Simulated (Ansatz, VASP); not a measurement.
## Co in VASP and in Ansatz

```
CELL_PARAMETERS angstrom
2.50740 0.00000 0.00000
-1.25370 2.17147 0.00000
0.00000 0.00000 4.06990
ATOMIC_POSITIONS crystal
Co 0.33333 0.66667 0.25000
Co 0.66667 0.33333 0.75000
```

Alike in both runs: task single point; functional PBE; k mesh 15 × 15 × 8; occupations fermi-dirac, width 0.08 eV; collinear spin.

```csv
,VASP,Ansatz
version,VASP 6.6.1,Ansatz 0.2.0
potentials or method,"VASP PAW PBE potentials, release 64 (Co), cutoff 520 eV","all-electron LAPW, scalar-relativistic"
```

VASP gave:

```
pressure (GPa)                                                : -4.5
traceless stress, the component that is largest in VASP (GPa) : -0.55
net moment per atom (μB)                                      : 1.63
size of the moment on the site where the two differ most (μB) : 1.66
```

Task: Estimate Ansatz's values.

Result: Pressure (GPa): -3.9; traceless stress, the component that is largest in VASP (GPa): -0.43; net moment per atom (μB): 1.64; size of the moment on the site where the two differ most (μB): 1.69.

Site moments also hang on the region over which each program counts them. Ansatz ran all-electron here, and VASP with PAW potentials.
